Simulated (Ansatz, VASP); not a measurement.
# B in VASP and in Ansatz

```
B
1.0
     1.90874    0.00000    0.00000
     0.00000    1.90874    0.00000
     0.00000    0.00000    1.90874
B
1
Direct
  0.00000 0.00000 0.00000
```

Alike in both runs: task single point; functional PBE; k mesh 19 × 19 × 19; occupations fermi-dirac, width 0.1 eV; no spin polarisation.

|  | VASP | Ansatz |
| --- | --- | --- |
| version | VASP 6.6.1 | Ansatz 0.2.0 |
| potentials or method | VASP PAW PBE potentials, release 64 (B), cutoff 520 eV | plane waves (420 eV) with PAW, scalar-relativistic |
| valence electrons in the cell | 3 | 3 |

Ansatz gave:

```
pressure (GPa) : -8.4
```

Question: Which values does VASP return?

Answer: Pressure (GPa): -8.3.
